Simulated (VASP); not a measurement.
Mg, 4 atoms in the cell. Symmetry: P6_3/mmc, No. 194, hexagonal system. The conventional cell has a = 3.131 Å, b = 3.131 Å, c = 10.197 Å, α = 90.00°, β = 90.00°, γ = 120.00°. Within 4.1 Å of Mg (site symmetry -3m) lie 12 Mg at 3.13 Å. Mg (site symmetry -6m2) has 12 Mg at 3.13 Å within 4.1 Å. 

| Item | Value |
| --- | --- |
| Program | VASP 6.6.1 |
| Task | single point |
| Functional | BLYP |
| Potentials or basis | VASP PAW PBE potentials, release 64 (Mg) |
| Cutoff | 520 eV |
| k mesh | 13 × 13 × 4 |
| Occupations | fermi-dirac, width 0.1 eV |
| Spin | no spin polarisation |
| Dipole correction | no |
| Further INCAR settings | ALGO = Normal; EDIFF = 1e-06; NBANDS = 12 |

Potentials or basis: VASP PAW PBE potentials, release 64 (Mg).

The run is started by

```console
$ cat potpaw_PBE.64/Mg/POTCAR > POTCAR
$ mpirun -np 1 vasp_std > vasp.out
```

Hardware: 1 thread of AMD EPYC 9R45 96-Core Processor (Zen 5), with other jobs on the host.

Question: How long does it take, and how much memory?

Answer: It took 34 s on 1 thread of AMD EPYC 9R45 96-Core Processor (Zen 5), with other jobs on the host, peak memory 0.19 GiB. Counts: scf iterations 11, k points 63.
